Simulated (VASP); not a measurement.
# Ti (P6/mmm) in VASP: notebook

Runs on Ti. Level: LDA. Tasks: single point.

Everything below comes from runs of VASP 6.6.1. Logs are shortened: lines on timing, memory, paths and dates and some standing lists are left out, and cuts for length are marked.

## Step 1: The cell of the first run

It takes space group P6/mmm (No. 191, hexagonal). Conventional cell: a = 4.332 Å, b = 4.332 Å, c = 2.694 Å, α = 90.00°, β = 90.00°, γ = 120.00°. Within 3.6 Å of Ti (site symmetry 6/mmm) lie 14 Ti at 2.69 to 2.84 Å. Within 3.3 Å of Ti (site symmetry -6m2) lie 11 Ti at 2.50 to 2.84 Å.

## Step 2: Single point, LDA (volume scaled by 0.92)

File INCAR:

```
SYSTEM = Ti
PREC = Accurate
ENCUT = 520
EDIFF = 1E-6
ISMEAR = -1
SIGMA = 0.1
LREAL = .FALSE.
LASPH = .TRUE.
NELM = 60
ALGO = Normal
ISIF = 2
LWAVE = .FALSE.
LCHARG = .FALSE.
GGA = CA
NBANDS = 25
```

File KPOINTS:

```
regular mesh
0
G
  9 9 13
  0 0 0
```

File POSCAR:

```
Ti
1.0
    4.3316272045      0.0000000000      0.0000000000
   -2.1658136023      3.7512991989      0.0000000000
    0.0000000000      0.0000000000      2.6938641531
Ti
3
Direct
    0.0000000000      1.0000000000      0.0000000000
    0.3333333333      0.6666666667      0.5000000000
    0.6666666667      0.3333333333      0.5000000000
```

Potentials or basis: VASP PAW LDA potentials, release 64 (Ti_sv).

Command:

```bash
$ cat potpaw_LDA.64/Ti_sv/POTCAR > POTCAR
$ mpirun -np 1 vasp_std > vasp.out
```

OUTCAR:

```text
SYSTEM = Ti
   PREC = Accurate
   ENCUT = 520
   EDIFF = 1E-6
   ISMEAR = -1
   LREAL = .FALSE.
   LASPH = .TRUE.
   NELM = 60
   ISIF = 2
   GGA = CA

 ion  position               nearest neighbor table
   1  0.000  0.000  0.000-   2 2.84   3 2.84   2 2.84   3 2.84   3 2.84   3 2.84   2 2.84   2 2.84
                             3 2.84   3 2.84   2 2.84   2 2.84
   2  0.333  0.667  0.500-   3 2.50   3 2.50   3 2.50   1 2.84   1 2.84   1 2.84   1 2.84   1 2.84
                             1 2.84
   3  0.667  0.333  0.500-   2 2.50   2 2.50   2 2.50   1 2.84   1 2.84   1 2.84   1 2.84   1 2.84
                             1 2.84

  LATTYP: Found a hexagonal cell.
 ALAT       =     4.3316272045
 C/A-ratio  =     0.6219058164

  Lattice vectors:

 A1 = (   4.3316272045,   0.0000000000,   0.0000000000)
 A2 = (  -2.1658136023,   3.7512991989,   0.0000000000)
 A3 = (   0.0000000000,   0.0000000000,   2.6938641531)

Analysis of symmetry for initial positions (statically):
=====================================================================
 Subroutine PRICEL returns:
 Original cell was already a primitive cell.

 Routine SETGRP: Setting up the symmetry group for a
 hexagonal supercell.

 Subroutine GETGRP returns: Found 24 space group operations
 (whereof 24 operations were pure point group operations)
 out of a pool of 24 trial point group operations.

The static configuration has the point symmetry D_6h.

Analysis of symmetry for dynamics (positions and initial velocities):
=====================================================================
 Subroutine PRICEL returns:
 Original cell was already a primitive cell.

 Routine SETGRP: Setting up the symmetry group for a
 hexagonal supercell.

 Subroutine GETGRP returns: Found 24 space group operations
 (whereof 24 operations were pure point group operations)
 out of a pool of 24 trial point group operations.

The dynamic configuration has the point symmetry D_6h.

 Subroutine INISYM returns: Found 24 space group operations
 (whereof 24 operations are pure point group operations),
 and found     1 'primitive' translations

----------------------------------------------------------------------------------------

                                     Primitive cell

  volume of cell :      43.7732

  direct lattice vectors                    reciprocal lattice vectors
     4.331627205  0.000000000  0.000000000     0.230860125  0.133287156  0.000000000
    -2.165813602  3.751299199  0.000000000     0.000000000  0.266574311  0.000000000
     0.000000000  0.000000000  2.693864153     0.000000000  0.000000000  0.371213967

  length of vectors
     4.331627205  4.331627205  2.693864153     0.266574311  0.266574311  0.371213967

  position of ions in fractional coordinates (direct lattice)
     0.000000000  0.000000000  0.000000000
     0.333333333  0.666666667  0.500000000
     0.666666667  0.333333333  0.500000000

  ion indices of the primitive-cell ions
   primitive index   ion index
                 1           1
                 2           2
                 3           3

----------------------------------------------------------------------------------------

 KPOINTS: regular mesh

Automatic generation of k-mesh.
 Grid dimensions read from file:
 generate k-points for:    9    9   13

 Generating k-lattice:

  Cartesian coordinates                     Fractional coordinates (reciprocal lattice)
     0.025651125  0.014809684  0.000000000     0.111111111 -0.000000000  0.000000000
     0.000000000  0.029619368  0.000000000     0.000000000  0.111111111  0.000000000
     0.000000000  0.000000000  0.028554921     0.000000000  0.000000000  0.076923077

  Length of vectors
     0.029619368  0.029619368  0.028554921

  Shift w.r.t. Gamma in fractional coordinates (k-lattice)
     0.000000000  0.000000000  0.000000000

 Subroutine IBZKPT returns following result:
 ===========================================

 Found     84 irreducible k-points:

 Following reciprocal coordinates:
            Coordinates               Weight
  0.000000  0.000000  0.000000      1.000000
  0.111111 -0.000000  0.000000      6.000000
  0.222222 -0.000000  0.000000      6.000000
  0.333333 -0.000000  0.000000      6.000000
  0.444444 -0.000000  0.000000      6.000000
  0.111111  0.111111  0.000000      6.000000
[... 16 lines left out ...]
  0.333333  0.222222  0.076923     24.000000
  0.333333  0.333333  0.076923      4.000000
 [... further k-points ...]
   k-points           NKPTS =     84   k-points in BZ     NKDIM =     84   number of bands    NBANDS=     25
   number of dos      NEDOS =    301   number of ions     NIONS =      3
   total plane-waves  NPLWV =  20480
   dimension x,y,z NGX =    32 NGY =   32 NGZ =   20
   dimension x,y,z NGXF=    64 NGYF=   64 NGZF=   40
   ions per type =               3
   NGX,Y,Z   is equivalent  to a cutoff of  12.28, 12.28, 12.34 a.u.
   NGXF,Y,Z  is equivalent  to a cutoff of  24.56, 24.56, 24.69 a.u.
 SYSTEM =  Ti
   PREC   = accura    normal or accurate (medium, high low for compatibility)
   ISTART =      0    job   : 0-new  1-cont  2-samecut
   ICHARG =      2    charge: 1-file 2-atom 10-const
   ISPIN  =      1    spin polarized calculation?
   LNONCOLLINEAR =      F non collinear calculations
   LSORBIT =      F    spin-orbit coupling
   LASPH  =      T    aspherical Exc in radial PAW
   ENCUT  =  520.0 eV  38.22 Ry    6.18 a.u.   8.05  8.05  5.01*2*pi/ulx,y,z
   NELM   =     60;   NELMIN=  2; NELMDL= -5     # of ELM steps
   EDIFF  = 0.1E-05   stopping-criterion for ELM
   LREAL  =      F    real-space projection
   EDIFFG = 0.1E-04   stopping-criterion for IOM
   NSW    =      0    number of steps for IOM
   IBRION =     -1    ionic relax: 0-MD 1-quasi-New 2-CG
   NFREE  =      0    steps in history (QN), initial steepest desc. (CG)
   ISIF   =      2    stress and relaxation
   ISYM   =      2    0-nonsym 1-usesym 2-fastsym
   POTIM  = 0.5000    time-step for ionic-motion
   TEBEG  =    0.0;   TEEND  =   0.0 temperature during run
   PSTRESS=    0.0 pullay stress
   NELECT =      36.0000    total number of electrons
   NUPDOWN=      -1.0000    fix difference up-down
   EMIN   =  10.00;   EMAX   =-10.00  energy-range for DOS
   EFERMI =   0.00;   METHOD = LEGACY
   ISMEAR =    -1;   SIGMA  =   0.10  broadening in eV -4-tet -1-fermi 0-gaus
   EFERMI_NEDOS =   21; number of points for ismear=-14 and -15
   IALGO  =     38    algorithm
   IMIX   =      4    mixing-type and parameters
     AMIX     =   0.40;   BMIX     =  1.00
     AMIX_MAG =   1.60;   BMIX_MAG =  1.00
  volume/ion in A,a.u.               =      14.59        98.47
  Fermi-wavevector in a.u.,A,eV,Ry     =   1.533815  2.898489 32.008889  2.352587
  Thomas-Fermi vector in A             =   2.640829
   LORBIT       =      0    0 simple, 1 ext, 2 COOP (PROOUT), +10 PAW based schemes
   GGA     = CA    functional components
   LHFCALC =     F    Hartree Fock is set to
   AEXX    =    0.0000 exact exchange contribution
   IVDW    =     0    specifies the selected vdW correction
   LEPSILON=     F    determine dielectric tensor
   LRPA    =     F    only Hartree local field effects (RPA)
 non-spin polarized calculation
  energy-cutoff  :      520.00
  volume of cell :       43.77
 maximum number of plane-waves:      1199
   NGX = 17   NGY = 17   NGZ = 11

 number of electron      36.0000004 magnetization

 Free energy of the ion-electron system (eV)
  ---------------------------------------------------
  ext. energy  EPLUGINS =         0.00000000
  ---------------------------------------------------
  free energy    TOTEN  =       -25.63373620 eV

  energy without entropy =      -25.54038953  energy(sigma->0) =      -25.58706287

 E-fermi :   9.9215     XC(G=0): -12.6436

 val. band max:        9.9186832578   @ k =   0.3333   0.1111   0.0000
 cond. band min:       9.9287329258   @ k =   0.4444  -0.0000   0.1538
 fundamental gap:      0.0100496679
 Fermi energy:         9.9214702954

 k-point     1 :       0.0000    0.0000    0.0000
  band No.  band energies     occupation
      1     -45.9665      2.00000
      2     -45.6943      2.00000
      3     -45.4332      2.00000
      4     -22.7549      2.00000
      5     -22.7549      2.00000
      6     -22.7133      2.00000
[... 17 lines left out ...]
     24      12.0107      0.00000
     25      12.0848      0.00000

 k-point     2 :       0.1111   -0.0000    0.0000
  band No.  band energies     occupation
      1     -45.9585      2.00000
      2     -45.6937      2.00000
      3     -45.4425      2.00000
      4     -22.8672      2.00000
      5     -22.8420      2.00000
      6     -22.5964      2.00000
[... 17 lines left out ...]
     24      11.7215      0.00000
     25      12.4691      0.00000

 k-point     3 :       0.2222   -0.0000    0.0000
  band No.  band energies     occupation
      1     -45.9379      2.00000
      2     -45.6900      2.00000
      3     -45.4686      2.00000
      4     -22.9791      2.00000
      5     -22.8739      2.00000
      6     -22.4720      2.00000
[... 17 lines left out ...]
     24      11.9133      0.00000
     25      12.9444      0.00000

 k-point     4 :       0.3333   -0.0000    0.0000
  band No.  band energies     occupation
      1     -45.9138      2.00000
      2     -45.6793      2.00000
      3     -45.5052      2.00000
      4     -23.0611      2.00000
      5     -22.8225      2.00000
      6     -22.3892      2.00000
[... 17 lines left out ...]
     24      12.4247      0.00000
     25      13.0758      0.00000
[... 477 lines left out ...]
 k-point    22 :       0.2222    0.2222    0.0769
  band No.  band energies     occupation
      1     -45.8980      2.00000
      2     -45.6612      2.00000
      3     -45.5225      2.00000
      4     -22.9680      2.00000
      5     -22.8903      2.00000
      6     -22.4964      2.00000
[... 17 lines left out ...]
     24      12.5934      0.00000
     25      12.7047      0.00000

 k-point    23 :       0.3333    0.2222    0.0769
  band No.  band energies     occupation
      1     -45.8879      2.00000
      2     -45.6353      2.00000
      3     -45.5594      2.00000
      4     -22.9700      2.00000
      5     -22.7956      2.00000
      6     -22.6391      2.00000
[... 17 lines left out ...]
     24      12.2507      0.00000
     25      13.0376      0.00000

 k-point    24 :       0.3333    0.3333    0.0769
  band No.  band energies     occupation
      1     -45.8852      2.00000
      2     -45.5989      2.00000
      3     -45.5989      2.00000
      4     -22.8844      2.00000
      5     -22.7763      2.00000
      6     -22.7763      2.00000
[... 17 lines left out ...]
     24      12.0778      0.00000
     25      13.3387      0.00000

 [... further k-points ...]
[... 5 lines left out ...]
  --------------------------------------------------------------------------------------
  -------------------------------------------------------------------------------------
  Total        3.2264016      3.2264016      3.4370890     -0.0000000      0.0000000     -0.0000000
  in kB      118.0920182    118.0920182    125.8035498     -0.0000000      0.0000000     -0.0000000
  external PRESSURE =     120.6625287 kB  Pullay stress =       0.0000000 kB

 VOLUME and BASIS-vectors are now :
 -----------------------------------------------------------------------------
  energy-cutoff  :      520.00
  volume of cell :       43.77
      direct lattice vectors                 reciprocal lattice vectors
     4.331627205  0.000000000  0.000000000     0.230860125  0.133287156  0.000000000
    -2.165813602  3.751299199  0.000000000     0.000000000  0.266574311  0.000000000
     0.000000000  0.000000000  2.693864153     0.000000000  0.000000000  0.371213967

 POSITION                                       TOTAL-FORCE (eV/Angst)
 -----------------------------------------------------------------------------------
      0.00000      0.00000      0.00000        -0.000000      0.000000      0.000000
     -0.00000      2.50087      1.34693        -0.000000      0.000000      0.000000
      2.16581      1.25043      1.34693         0.000000     -0.000000      0.000000
 -----------------------------------------------------------------------------------
    total drift:                               -0.000000      0.000000      0.000000

  FREE ENERGIE OF THE ION-ELECTRON SYSTEM (eV)
  ---------------------------------------------------
  free  energy   TOTEN  =       -25.6337362020 eV

  energy  without entropy=      -25.5403895321  energy(sigma->0) =      -25.58706287
```

It took 31 s on 1 thread of Intel Xeon 6975P-C (Granite Rapids), shared host; peak memory 0.18 GiB.

What came out:

```
Free energy            : -25.6337 eV
Pressure               : 12.1 GPa
Band gap on the k mesh : zero (band 18 reaches 10.25 eV, above the bottom of band 19 at 9.78 eV)
```

Levels at points of the mesh, in eV from the Fermi level:
| k point | band 15 | band 16 | band 17 | band 18 | band 19 | band 20 | band 21 | band 22 |
| --- | --- | --- | --- | --- | --- | --- | --- | --- |
| (0.00, 0.00, 0.00) | -0.67 | -0.67 | -0.56 | -0.56 | 0.03 | 0.79 | 1.49 | 1.49 |

## Step 3: Single point, LDA (volume scaled by 0.96)

File INCAR:

```
SYSTEM = Ti
PREC = Accurate ; ENCUT = 520
EDIFF = 1E-6 ; ISMEAR = -1
SIGMA = 0.1 ; LREAL = .False.
LASPH = .True. ; NELM = 60
ALGO = Normal ; ISIF = 2
LWAVE = .False. ; LCHARG = .False.
NBANDS = 25
```

File KPOINTS:

```
regular mesh
0
Gamma
  9 9 13
  0 0 0
```

File POSCAR:

```
Ti
1.0
    4.3935159547      0.0000000000      0.0000000000
   -2.1967579773      3.8048964287      0.0000000000
    0.0000000000      0.0000000000      2.7323531267
Ti
3
Direct
    0.0000000000      1.0000000000      0.0000000000
    0.3333333333      0.6666666667      0.5000000000
    0.6666666667      0.3333333333      0.5000000000
```

Potentials or basis: VASP PAW LDA potentials, release 64 (Ti_sv).

Command:

```bash
$ cat potpaw_LDA.64/Ti_sv/POTCAR > POTCAR
$ mpirun -np 1 vasp_std > vasp.out
```

It took 39 s on 1 thread of Intel Xeon 6975P-C (Granite Rapids), shared host; peak memory 0.19 GiB.

The run converged. Its results:

```
Free energy            : -25.7367 eV
Pressure               : 5.4 GPa
Band gap on the k mesh : zero (band 18 reaches 9.73 eV, above the bottom of band 19 at 9.30 eV)
```

Stress tensor (GPa, compression positive):
```
5.28 0.00 0.00
0.00 5.28 0.00
0.00 0.00 5.66
```

Levels at points of the mesh, in eV from the Fermi level:
| k point | band 14 | band 15 | band 16 | band 17 | band 18 | band 19 | band 20 | band 21 | band 22 | band 23 |
| --- | --- | --- | --- | --- | --- | --- | --- | --- | --- | --- |
| (0.00, 0.00, 0.00) | -2.28 | -0.67 | -0.67 | -0.56 | -0.56 | 0.02 | 0.76 | 1.43 | 1.43 | 2.01 |
